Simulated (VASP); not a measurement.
Wanted: the native input for a VASP 6.6.1 run.

- Task: relaxation of cell and atoms
- Functional: PBEsol
- Potentials or basis: VASP PAW PBE potentials, release 64 (Mg, S)
- Cutoff: 600 eV
- k mesh: 8 × 8 × 8
- Occupations: fermi-dirac, width 0.02 eV
- Spin: no spin polarisation
- Dipole correction: no
- Further INCAR settings: ALGO = Normal; EDIFF = 1e-07; IBRION = 2; EDIFFG = -0.005; NSW = 80; ISIF = 3

The structure of MgS lies in POSCAR:

```
MgS
1.0
    0.0000000000      2.6148774647      2.6148774647
    2.6148774647      0.0000000000      2.6148774647
    2.6148774647      2.6148774647      0.0000000000
Mg S
1 1
Direct
    0.0000000000      0.0000000000      0.0000000000
    0.5000000000      0.5000000000      0.5000000000
```

The input as run:

INCAR

```
SYSTEM = MgS
  PREC = Accurate
  ENCUT = 600
  EDIFF = 1E-7
  ISMEAR = -1
  SIGMA = 0.02
  LREAL = .FALSE.
  LASPH = .TRUE.
  NELM = 60
  ALGO = Normal
  ISIF = 3
  LWAVE = .FALSE.
  LCHARG = .FALSE.
  GGA = PS
  IBRION = 2
  NSW = 80
  EDIFFG = -0.005
```

KPOINTS

```
regular mesh
0
G
  8 8 8
  0 0 0
```

Potentials or basis: VASP PAW PBE potentials, release 64 (Mg, S).

Run with:

```console
$ cat potpaw_PBE.64/Mg/POTCAR potpaw_PBE.64/S/POTCAR > POTCAR
$ mpirun -np 1 vasp_std > vasp.out
```

Results of the run:

```
Relaxed volume                         : 17.36 Å³/atom
Relaxed cell                           : a = 3.662 Å, b = 3.662 Å, c = 3.662 Å, α = 60.00°, β = 60.00°, γ = 60.00°
Space group after relaxing (to 0.05 Å) : Fm-3m (No. 225)
Energy gained by relaxing              : 3.7 meV/atom
Ionic steps                            : 3
Pressure after relaxing                : 0.0 GPa
Band gap on the k mesh                 : 2.73 eV, indirect (least direct gap 3.71 eV)
```

Caveat: the PAW data sets were made with another functional, which shifts forces and pressure a little.

It took 12 s on 1 thread of Intel(R) Xeon(R) 6975P-C (Granite Rapids) (shared host), peak memory 0.18 GiB.
